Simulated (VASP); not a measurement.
# Be3Te2Se (P3m1) in VASP: single point with PBE

Aim: the single point of Be3Te2Se with PBE.

Program: VASP 6.6.1. These are calculated values, not measurements. Logs are shortened: lines on timing, memory, paths and dates and some standing lists are left out, and cuts for length are marked.

### Step 1. The cell of the first run

The structure is trigonal, space group P3m1 (No. 156). Conventional cell: a = 5.059 Å, b = 5.059 Å, c = 5.157 Å, α = 90.00°, β = 90.00°, γ = 120.00°. Within 3.4 Å of Be (site symmetry 3m) lie 5 Te at 2.56 to 2.92 Å and 3 Be at 2.92 Å. Be (site symmetry 3m) has 5 Be at 2.37 to 2.92 Å and 3 Te at 2.92 Å within 3.1 Å. Within 3.1 Å of Be (site symmetry 3m) lie 2 Be at 2.37 to 2.79 Å and 3 Se at 2.92 Å and 3 Te at 2.92 Å. Te (site symmetry 3m) has 2 Se at 2.58 Å and 6 Be at 2.92 Å within 3.4 Å. Within 3.4 Å of Te (site symmetry 3m) lie 5 Be at 2.56 to 2.92 Å and 3 Se at 2.92 Å. Se (site symmetry 3m) has 5 Te at 2.58 to 2.92 Å and 3 Be at 2.92 Å within 3.4 Å.

The cell was built from a structure type or drawn by symmetry, and may not be a known phase.

### Step 2. Single point, PBE

The input, INCAR:

```
SYSTEM = Be3Te2Se
PREC = Accurate
ENCUT = 600
EDIFF = 1E-6
ISMEAR = 0
SIGMA = 0.15
LREAL = .FALSE.
LASPH = .TRUE.
NELM = 120
ALGO = Normal
ISIF = 2
LWAVE = .FALSE.
LCHARG = .FALSE.
GGA = PE
NBANDS = 21
GGA_COMPAT = .FALSE.
```

The input, KPOINTS:

```
Automatic mesh
0
G
  3 3 3
  0 0 0
```

The input, POSCAR:

```
Be3Te2Se
1.0
    5.0594148316     -0.0000000027      0.0000000000
   -2.5297074135      4.3815817738      0.0000000000
    0.0000000000      0.0000000000      5.1566500308
Be Te Se
3 2 1
Direct
    0.3333333333      0.6666666667      0.3604908915
    0.6666666667      0.3333333333      0.3834651694
    0.6666666667      0.3333333333      0.8425826880
    0.0000000000      0.0000000000      0.3627937525
    0.3333333333      0.6666666667      0.8634420012
    0.0000000000      0.0000000000      0.8626091573
```

Potentials or basis: VASP PAW PBE potentials, release 64 (Be, Te, Se).

Started as:

```
$ cat potpaw_PBE.64/Be/POTCAR potpaw_PBE.64/Te/POTCAR potpaw_PBE.64/Se/POTCAR > POTCAR
$ mpirun -np 1 vasp_std > vasp.out
```

OUTCAR:

```text
SYSTEM = Be3Te2Se
   PREC = Accurate
   ENCUT = 600
   EDIFF = 1E-6
   ISMEAR = 0
   LREAL = .FALSE.
   LASPH = .TRUE.
   NELM = 120
   ISIF = 2
   GGA = PE

 ion  position               nearest neighbor table
   1  0.333  0.667  0.360-   5 2.56   5 2.59   4 2.92   4 2.92   4 2.92
   2  0.667  0.333  0.383-   3 2.37   4 2.92   4 2.92   4 2.92
   3  0.667  0.333  0.843-   2 2.37   5 2.92   5 2.92   5 2.92
   4  0.000  0.000  0.363-   6 2.58   6 2.58   1 2.92   1 2.92   1 2.92   2 2.92   2 2.92   2 2.92

   5  0.333  0.667  0.863-   1 2.56   1 2.59   6 2.92   6 2.92   6 2.92   3 2.92   3 2.92   3 2.92

   6  0.000  0.000  0.863-   4 2.58   4 2.58   5 2.92   5 2.92   5 2.92

  LATTYP: Found a hexagonal cell.
 ALAT       =     5.0594148316
 C/A-ratio  =     1.0192186651

  Lattice vectors:

 A1 = (   5.0594148316,  -0.0000000027,   0.0000000000)
 A2 = (  -2.5297074135,   4.3815817738,   0.0000000000)
 A3 = (   0.0000000000,   0.0000000000,   5.1566500308)

Analysis of symmetry for initial positions (statically):
=====================================================================
 Subroutine PRICEL returns:
 Original cell was already a primitive cell.

 Routine SETGRP: Setting up the symmetry group for a
 hexagonal supercell.

 Subroutine GETGRP returns: Found  6 space group operations
 (whereof  6 operations were pure point group operations)
 out of a pool of 24 trial point group operations.

The static configuration has the point symmetry C_3v.

Analysis of symmetry for dynamics (positions and initial velocities):
=====================================================================
 Subroutine PRICEL returns:
 Original cell was already a primitive cell.

 Routine SETGRP: Setting up the symmetry group for a
 hexagonal supercell.

 Subroutine GETGRP returns: Found  6 space group operations
 (whereof  6 operations were pure point group operations)
 out of a pool of 24 trial point group operations.

The dynamic configuration has the point symmetry C_3v.

 Subroutine INISYM returns: Found  6 space group operations
 (whereof  6 operations are pure point group operations),
 and found     1 'primitive' translations

----------------------------------------------------------------------------------------

                                     Primitive cell

  volume of cell :     114.3139

  direct lattice vectors                    reciprocal lattice vectors
     5.059414832 -0.000000003  0.000000000     0.197651316  0.114114040  0.000000000
    -2.529707414  4.381581774  0.000000000     0.000000000  0.228228081  0.000000000
     0.000000000  0.000000000  5.156650031     0.000000000  0.000000000  0.193924349

  length of vectors
     5.059414832  5.059414832  5.156650031     0.228228081  0.228228081  0.193924349

  position of ions in fractional coordinates (direct lattice)
     0.333333333  0.666666667  0.360490891
     0.666666667  0.333333333  0.383465169
     0.666666667  0.333333333  0.842582688
     0.000000000  0.000000000  0.362793752
     0.333333333  0.666666667  0.863442001
     0.000000000  0.000000000  0.862609157

  ion indices of the primitive-cell ions
   primitive index   ion index
                 1           1
                 2           2
                 3           3
                 4           4
                 5           5
                 6           6

----------------------------------------------------------------------------------------

 KPOINTS: Automatic mesh

Automatic generation of k-mesh.
 Grid dimensions read from file:
 generate k-points for:    3    3    3

 Generating k-lattice:

  Cartesian coordinates                     Fractional coordinates (reciprocal lattice)
     0.065883772  0.038038013  0.000000000     0.333333333 -0.000000000  0.000000000
     0.000000000  0.076076027  0.000000000     0.000000000  0.333333333  0.000000000
     0.000000000  0.000000000  0.064641450     0.000000000  0.000000000  0.333333333

  Length of vectors
     0.076076027  0.076076027  0.064641450

  Shift w.r.t. Gamma in fractional coordinates (k-lattice)
     0.000000000  0.000000000  0.000000000

 Subroutine IBZKPT returns following result:
 ===========================================

 Found      7 irreducible k-points:

 Following reciprocal coordinates:
            Coordinates               Weight
  0.000000  0.000000  0.000000      1.000000
  0.333333  0.000000  0.000000      6.000000
  0.333333  0.333333  0.000000      2.000000
  0.000000  0.000000  0.333333      2.000000
  0.333333  0.000000  0.333333      6.000000
  0.000000  0.333333  0.333333      6.000000
  0.333333  0.333333  0.333333      4.000000
   k-points           NKPTS =      7   k-points in BZ     NKDIM =      7   number of bands    NBANDS=     21
   number of dos      NEDOS =    301   number of ions     NIONS =      6
   total plane-waves  NPLWV =  67200
   dimension x,y,z NGX =    40 NGY =   40 NGZ =   42
   dimension x,y,z NGXF=    80 NGYF=   80 NGZF=   84
   ions per type =               3   2   1
   NGX,Y,Z   is equivalent  to a cutoff of  13.14, 13.14, 13.54 a.u.
   NGXF,Y,Z  is equivalent  to a cutoff of  26.29, 26.29, 27.08 a.u.
 SYSTEM =  Be3Te2Se
   PREC   = accura    normal or accurate (medium, high low for compatibility)
   ISTART =      0    job   : 0-new  1-cont  2-samecut
   ICHARG =      2    charge: 1-file 2-atom 10-const
   ISPIN  =      1    spin polarized calculation?
   LNONCOLLINEAR =      F non collinear calculations
   LSORBIT =      F    spin-orbit coupling
   LASPH  =      T    aspherical Exc in radial PAW
   ENCUT  =  600.0 eV  44.10 Ry    6.64 a.u.  10.10 10.10 10.30*2*pi/ulx,y,z
   NELM   =    120;   NELMIN=  2; NELMDL= -5     # of ELM steps
   EDIFF  = 0.1E-05   stopping-criterion for ELM
   LREAL  =      F    real-space projection
   EDIFFG = 0.1E-04   stopping-criterion for IOM
   NSW    =      0    number of steps for IOM
   IBRION =     -1    ionic relax: 0-MD 1-quasi-New 2-CG
   NFREE  =      0    steps in history (QN), initial steepest desc. (CG)
   ISIF   =      2    stress and relaxation
   ISYM   =      2    0-nonsym 1-usesym 2-fastsym
   POTIM  = 0.5000    time-step for ionic-motion
   TEBEG  =    0.0;   TEEND  =   0.0 temperature during run
   PSTRESS=    0.0 pullay stress
   NELECT =      24.0000    total number of electrons
   NUPDOWN=      -1.0000    fix difference up-down
   EMIN   =  10.00;   EMAX   =-10.00  energy-range for DOS
   EFERMI =   0.00;   METHOD = LEGACY
   ISMEAR =     0;   SIGMA  =   0.15  broadening in eV -4-tet -1-fermi 0-gaus
   EFERMI_NEDOS =   21; number of points for ismear=-14 and -15
   IALGO  =     38    algorithm
   IMIX   =      4    mixing-type and parameters
     AMIX     =   0.40;   BMIX     =  1.00
     AMIX_MAG =   1.60;   BMIX_MAG =  1.00
  volume/ion in A,a.u.               =      19.05       128.57
  Fermi-wavevector in a.u.,A,eV,Ry     =   0.972999  1.838701 12.880997  0.946727
  Thomas-Fermi vector in A             =   2.103343
   LORBIT       =      0    0 simple, 1 ext, 2 COOP (PROOUT), +10 PAW based schemes
   GGA     = PE    functional components
   LHFCALC =     F    Hartree Fock is set to
   AEXX    =    0.0000 exact exchange contribution
   IVDW    =     0    specifies the selected vdW correction
   LEPSILON=     F    determine dielectric tensor
   LRPA    =     F    only Hartree local field effects (RPA)
 non-spin polarized calculation
 Gauss-broadening in eV      SIGMA  =   0.15
  energy-cutoff  :      600.00
  volume of cell :      114.31
 maximum number of plane-waves:      3840
   NGX = 21   NGY = 21   NGZ = 21

 number of electron      24.0000002 magnetization

 Free energy of the ion-electron system (eV)
  ---------------------------------------------------
  ext. energy  EPLUGINS =         0.00000000
  ---------------------------------------------------
  free energy    TOTEN  =       -16.62574217 eV

  energy without entropy =      -16.57560414  energy(sigma->0) =      -16.60067316

 E-fermi :   6.3637     XC(G=0):  -9.8343

 val. band max:        6.2522071530   @ k =   0.3333   0.0000   0.0000
 cond. band min:       6.3799084083   @ k =   0.3333   0.0000   0.0000
 fundamental gap:      0.1277012553
 Fermi energy:         6.3636510629

 k-point     1 :       0.0000    0.0000    0.0000
  band No.  band energies     occupation
      1      -9.1274      2.00000
      2      -4.6754      2.00000
      3      -3.8359      2.00000
      4      -1.1808      2.00000
      5       1.0175      2.00000
      6       1.0175      2.00000
[... 13 lines left out ...]
     20      12.1907      0.00000
     21      12.2997      0.00000

 k-point     2 :       0.3333    0.0000    0.0000
  band No.  band energies     occupation
      1      -8.8482      2.00000
      2      -5.1922      2.00000
      3      -4.0206      2.00000
      4      -0.9088      2.00000
      5       0.2760      2.00000
      6       0.5281      2.00000
[... 13 lines left out ...]
     20      11.8383      0.00000
     21      12.3503      0.00000

 k-point     3 :       0.3333    0.3333    0.0000
  band No.  band energies     occupation
      1      -8.6768      2.00000
      2      -5.5230      2.00000
      3      -3.9822      2.00000
      4      -0.9254      2.00000
      5      -0.7513      2.00000
      6       1.7243      2.00000
[... 13 lines left out ...]
     20      12.0289      0.00000
     21      12.1466      0.00000

 k-point     4 :       0.0000    0.0000    0.3333
  band No.  band energies     occupation
      1      -8.7160      2.00000
      2      -6.0780      2.00000
      3      -4.1354      2.00000
      4       1.4835      2.00000
      5       1.4835      2.00000
      6       1.7309      2.00000
[... 13 lines left out ...]
     20      12.8362      0.00000
     21      12.9925      0.00000

 k-point     5 :       0.3333    0.0000    0.3333
  band No.  band energies     occupation
      1      -8.4133      2.00000
      2      -5.8966      2.00000
      3      -4.9964      2.00000
      4       0.2760      2.00000
      5       0.7453      2.00000
      6       1.4911      2.00000
[... 13 lines left out ...]
     20      11.5273      0.00000
     21      12.0370      0.00000

 k-point     6 :       0.0000    0.3333    0.3333
  band No.  band energies     occupation
      1      -8.4133      2.00000
      2      -5.8967      2.00000
      3      -4.9962      2.00000
      4       0.2838      2.00000
      5       0.7427      2.00000
      6       1.4687      2.00000
[... 13 lines left out ...]
     20      11.5075      0.00000
     21      12.0917      0.00000

 k-point     7 :       0.3333    0.3333    0.3333
  band No.  band energies     occupation
      1      -8.2211      2.00000
      2      -5.7648      2.00000
      3      -5.4319      2.00000
      4      -0.4213      2.00000
      5       0.2397      2.00000
      6       1.4625      2.00000
[... 13 lines left out ...]
     20      11.8554      0.00000
     21      11.9317      0.00000

------------------------ aborting loop because EDIFF is reached ----------------------------------------

  FORCE on cell =-STRESS in cart. coord.  units (eV):
  Direction    XX          YY          ZZ          XY          YZ          ZX
  --------------------------------------------------------------------------------------
  -------------------------------------------------------------------------------------
  Total        0.1989365      0.1989365      0.0954600     -0.0000000     -0.0000000      0.0000000
  in kB        2.7882147      2.7882147      1.3379286     -0.0000000     -0.0000000      0.0000000
  external PRESSURE =       2.3047860 kB  Pullay stress =       0.0000000 kB

 VOLUME and BASIS-vectors are now :
 -----------------------------------------------------------------------------
  energy-cutoff  :      600.00
  volume of cell :      114.31
      direct lattice vectors                 reciprocal lattice vectors
     5.059414832 -0.000000003  0.000000000     0.197651316  0.114114040  0.000000000
    -2.529707414  4.381581774  0.000000000     0.000000000  0.228228081  0.000000000
     0.000000000  0.000000000  5.156650031     0.000000000  0.000000000  0.193924349

 POSITION                                       TOTAL-FORCE (eV/Angst)
 -----------------------------------------------------------------------------------
      0.00000      2.92105      1.85893        -0.000000      0.000000      0.027542
      2.52971      1.46053      1.97740        -0.000000     -0.000000     -0.016946
      2.52971      1.46053      4.34490         0.000000     -0.000000     -0.006881
      0.00000      0.00000      1.87080         0.000000      0.000000      0.048637
      0.00000      2.92105      4.45247         0.000000     -0.000000      0.006445
      0.00000      0.00000      4.44817        -0.000000     -0.000000     -0.058797
 -----------------------------------------------------------------------------------
    total drift:                               -0.000000      0.000000     -0.000123

  FREE ENERGIE OF THE ION-ELECTRON SYSTEM (eV)
  ---------------------------------------------------
  free  energy   TOTEN  =       -16.6257421709 eV

  energy  without entropy=      -16.5756041424  energy(sigma->0) =      -16.60067316
```

Wall time 13 s (1 thread of Intel Xeon 6975P-C (Granite Rapids), shared host); peak memory 0.24 GiB.

What came out:

* Free energy: -16.6257 eV
* Pressure: 0.2 GPa
* Largest force: 0.059 eV/Å
* Band gap on the k mesh: zero (bands 12 and 13 overlap by 0.79 eV)

Forces in eV/Å, atoms in the order of the input:
```
Be   0.000  0.000  0.028
Be   0.000  0.000 -0.017
Be   0.000  0.000 -0.007
Te   0.000  0.000  0.049
Te   0.000  0.000  0.006
Se   0.000  0.000 -0.059
```

Levels at points of the mesh, in eV from the Fermi level:
```
           k point  band 8  band 9  band 10  band 11  band 12  band 13  band 14  band 15  band 16  band 17
(0.00, 0.00, 0.00)   -2.86   -2.86    -2.48    -1.52    -1.52    -0.21     0.88     1.34     1.34     4.07
```

Caveat: the k points lie up to 0.48 Å⁻¹ apart, too coarse for converged energies and pressures of a metal; semilocal functionals underestimate gaps, so a narrow gap can read as zero; spin-orbit coupling is left out, which moves the levels of the heavy elements.
